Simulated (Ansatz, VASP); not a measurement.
Two plane-wave programs on Ge

```
CELL_PARAMETERS angstrom
-1.88996 -1.93045 -0.01744
-3.78974 3.87069 -0.07925
-0.08080 0.03135 -5.30701
ATOMIC_POSITIONS crystal
Ge 0.07020 0.97283 0.01009
Ge 0.01098 0.00373 0.51594
Ge 0.96838 0.47351 0.98139
Ge 0.95044 0.54992 0.49258
```

Change from the starting cell: cell x4, atoms moved at random (sigma 0.15 Å) and cell strained at random (1.5 %), then relaxed without symmetry.

Alike in both runs: task relaxation of cell and atoms; functional PBE; k mesh 8 × 4 × 4; occupations gaussian, width 0.2 eV; no spin polarisation.

```csv
,VASP,Ansatz
version,VASP 6.6.1,Ansatz 0.2.0
potentials or method,"VASP PAW PBE potentials, release 64 (Ge_d), cutoff 600 eV","scalar-relativistic, plane waves, PAW"
valence electrons in the cell,56,56
```

```tsv
	VASP	Ansatz	Ansatz less VASP
gap on the k mesh at the Fermi level, each at its own relaxed structure (eV)	none	none	-
relaxed volume (Å³/atom)	20.25	20.23	-0.018
relaxed length of the cell vector where the two differ most in proportion (Å)	5.540	5.524	-0.0168
```

A gap of «none» marks a metal or a gap that the smearing closes.
